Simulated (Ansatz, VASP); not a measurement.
Given: the input of a run of VASP 6.6.1 on V.

INCAR

```
ALGO = Fast
EDIFF = 1E-6
ENCUT = 520
GGA = PE
ISIF = 2
ISMEAR = -1
ISPIN = 2
LASPH = True
LCHARG = False
LMAXMIX = 4
LORBIT = 11
LREAL = False
LWAVE = False
MAGMOM = 2
NBANDS = 16
NELM = 150
PREC = Accurate
SIGMA = 0.05
```

KPOINTS

```
k-points
0
Gamma
  12 12 12
```

Contents of POSCAR:

```
V
1.0
   -1.5169890000      1.5201330000      1.5775550000
    1.4987350000     -1.4780690000      1.5172360000
    1.5065820000      1.4676620000     -1.5354910000
V
1
Direct
    0.0102680000      0.0045550000     -0.0011910000
```

Potentials or basis: VASP PAW PBE potentials, release 64 (V_sv).

Command:

```console
$ cat potpaw_PBE.64/V_sv/POTCAR > POTCAR
$ mpirun -np 1 vasp_std > vasp.out
```

Translate it to Ansatz 0.2.0. Potentials there: all-electron LAPW, scalar-relativistic.

As run (the cutoff follows the program's own potentials):

The input input.yaml:

```yaml
crystal:
  lattice:
    - [-1.516989, 1.520133, 1.577555]
    - [1.498735, -1.478069, 1.517236]
    - [1.506582, 1.467662, -1.535491]
  atoms:
    - { symbol: V, position: [0.010268, 0.004555, -0.001191], spin: 2.0 }
kpoints:
  mp_grid: { grid: [12, 12, 12] }
scf:
  occupations: { method: fermi_dirac, width: 0.05 }
hamiltonian:
  xc: pbe
  pseudopotentials: { kind: all_electron, lapw: { basis_error: 0.001 } }
magnetization:
  spin_polarized: true
output:
  forces: true
  stress: true
  eigenvalues: true
  populations: true
```

Potentials or basis: all-electron LAPW, scalar-relativistic.

Run with:

```sh
$ ansatz run input.yaml --threads 2 --pin off --max-ram 5120MiB --backend cpu --events-out ev --progress --plain --runs-dir out
```

Both were run:

|  | VASP | Ansatz | Ansatz less VASP |
| --- | --- | --- | --- |
| gap on the k mesh at the Fermi level (eV) | none | none | - |
| pressure (GPa) | -5.1 | -5.4 | -0.25 |
| traceless stress, the component that is largest in VASP (GPa) | -1.95 | -1.95 | -0.001 |
| net moment per atom (μB) | 0.00 | 0.00 | -0.001 |

A gap of «none» marks a metal or a gap that the smearing closes. Ansatz ran all-electron here, and VASP with PAW potentials.
